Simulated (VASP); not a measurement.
Write the native input for VASP 6.6.1 that does the following.

- Task: single point
- Functional: LDA
- Potentials or basis: VASP PAW LDA potentials, release 64 (Hf_pv, Os)
- Cutoff: 520 eV
- k mesh: 9 × 9 × 9
- Occupations: methfessel-paxton, width 0.15 eV
- Spin: no spin polarisation
- Dipole correction: no
- Further INCAR settings: ALGO = Normal; EDIFF = 1e-06; NBANDS = 16

The structure of HfOs lies in POSCAR:

```
HfOs
1.0
    3.2710713927      0.0000000000      0.0000000000
    0.0000000000      3.2710713927      0.0000000000
    0.0000000000      0.0000000000      3.2710713927
Hf Os
1 1
Direct
    0.0000000000      0.0000000000      0.0000000000
    0.5000000000      0.5000000000      0.5000000000
```

One way to write it, as run:

INCAR

```
ALGO = Normal ; EDIFF = 1E-6
ENCUT = 520 ; ISIF = 2
ISMEAR = 1 ; LASPH = True
LCHARG = False ; LREAL = False
LWAVE = False ; NBANDS = 16
NELM = 80 ; PREC = Accurate
SIGMA = 0.15
```

KPOINTS

```
k-points
0
Gamma
  9 9 9
```

Potentials or basis: VASP PAW LDA potentials, release 64 (Hf_pv, Os).

The run is started by

```sh
$ cat potpaw_LDA.64/Hf_pv/POTCAR potpaw_LDA.64/Os/POTCAR > POTCAR
$ mpirun -np 1 vasp_std > vasp.out
```

It gave:

* Pressure: -14.5 GPa
* Band gap on the k mesh: zero (band 9 reaches 6.68 eV, above the bottom of band 10 at 6.04 eV)

Caveat: spin-orbit coupling is left out, which moves the levels of the heavy elements.

Wall time 7.9 s on 1 thread of Intel Xeon 6975P-C (shared host), peak memory 0.14 GiB.
